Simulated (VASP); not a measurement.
Write the native input for VASP 6.6.1 that does the following.

* Task: electric field gradients
* Functional: LDA
* Potentials or basis: VASP PAW LDA potentials, release 64 (Sr_sv)
* Cutoff: 520 eV
* k mesh: 10 × 10 × 10
* Occupations: fermi-dirac, width 0.08 eV
* Spin: no spin polarisation
* Dipole correction: no
* Further INCAR settings: ALGO = Normal; EDIFF = 1e-08; NBANDS = 11

The structure of Sr lies in POSCAR:

```
Sr
1.0
    0.0000000000      3.0823855122      3.0823855122
    3.0823855122      0.0000000000      3.0823855122
    3.0823855122      3.0823855122      0.0000000000
Sr
1
Direct
    0.0000000000      0.0000000000      0.0000000000
```

This cell differs from its parent crystal: volume scaled by 1.04.

These files were run (other wordings do the same):

INCAR

```
  PREC = Accurate
  ENCUT = 520
  EDIFF = 1E-8
  ISMEAR = -1
  SIGMA = 0.08
  LREAL = F
  LASPH = T
  NELM = 100
  ALGO = Normal
  ISIF = 2
  LWAVE = F
  LCHARG = F
  GGA = CA
  LEFG = T
  NBANDS = 11
```

KPOINTS

```
Automatic mesh
0
Gamma
  10 10 10
```

Potentials or basis: VASP PAW LDA potentials, release 64 (Sr_sv).

Launch:

```bash
$ cat potpaw_LDA.64/Sr_sv/POTCAR > POTCAR
$ mpirun -np 1 vasp_std > vasp.out
```

Results of the run:

- Pressure: -1.9 GPa
- Band gap on the k mesh: zero (band 5 reaches 1.28 eV, above the bottom of band 6 at 1.23 eV)

Caveat: without QUAD_EFG the Cq values of the log hold for a quadrupole moment of 1 mb, not for the nuclei.

Run time: 12 s on 1 thread of Intel(R) Xeon(R) Platinum 8375C CPU @ 2.90GHz (Ice Lake), with other jobs on the host, peak memory 0.17 GiB.
